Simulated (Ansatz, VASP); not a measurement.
**Two plane-wave programs on Na**

```
Na
1.0
    -2.05397    2.05397    2.08574
     2.05397   -2.05397    2.08574
     2.05397    2.05397   -2.08574
Na
1
Cartesian
  0.0000 0.0000 0.0000
```

Change from the starting cell: strain -0.030 along x and y, -0.015 along z, atoms carried along.

Alike in both runs: task single point; functional PBE; k mesh 16 × 16 × 16; occupations gaussian, width 0.15 eV; no spin polarisation.

|  | VASP | Ansatz |
| --- | --- | --- |
| version | VASP 6.6.1 | Ansatz 0.2.0 |
| potentials or method | VASP PAW PBE potentials, release 64 (Na_pv), cutoff 520 eV | scalar-relativistic, plane waves, PAW |
| valence electrons in the cell | 7 | 9 |

|  | VASP | Ansatz | Ansatz less VASP |
| --- | --- | --- | --- |
| gap on the k mesh at the Fermi level (eV) | none | none | - |
| pressure (GPa) | 0.4 | 0.4 | +0.03 |

A gap of «none» marks a metal or a gap that the smearing closes. The functional is the same, so the differences come from potentials, cutoffs and numerics. VASP's potentials hold 7 valence electrons a cell and Ansatz's 9, so a difference there can come from the potentials and not from the codes.
